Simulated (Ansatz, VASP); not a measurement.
## One calculation of ZnSe, two programs

```
CELL_PARAMETERS angstrom
0.00000 2.83380 2.83380
2.83380 0.00000 2.83380
2.83380 2.83380 0.00000
ATOMIC_POSITIONS crystal
Zn 0.00000 0.00000 0.00000
Se 0.75000 0.75000 0.75000
```

Alike in both runs: task single point; functional r2SCAN; dispersion rVV10; k mesh 8 × 8 × 8; occupations gaussian, width 0.05 eV; no spin polarisation.

```csv
,VASP,Ansatz
version,VASP 6.6.1,Ansatz 0.2.0
potentials or method,"VASP PAW PBE potentials, release 64 (Zn, Se), cutoff 520 eV","scalar-relativistic, plane waves, PAW"
valence electrons in the cell,18,28
```

VASP gave:

- gap on the k mesh at the Fermi level (eV): 1.82
- least direct gap on the mesh (eV): 1.82
- pressure (GPa): -0.7

**Question.** Estimate Ansatz's values.

**Answer.** gap on the k mesh at the Fermi level (eV): 1.82; least direct gap on the mesh (eV): 1.82; pressure (GPa): -1.0.

VASP's potentials were made for PBE, not for r2SCAN. VASP's potentials hold 18 valence electrons a cell and Ansatz's 28, so a difference there can come from the potentials and not from the codes.
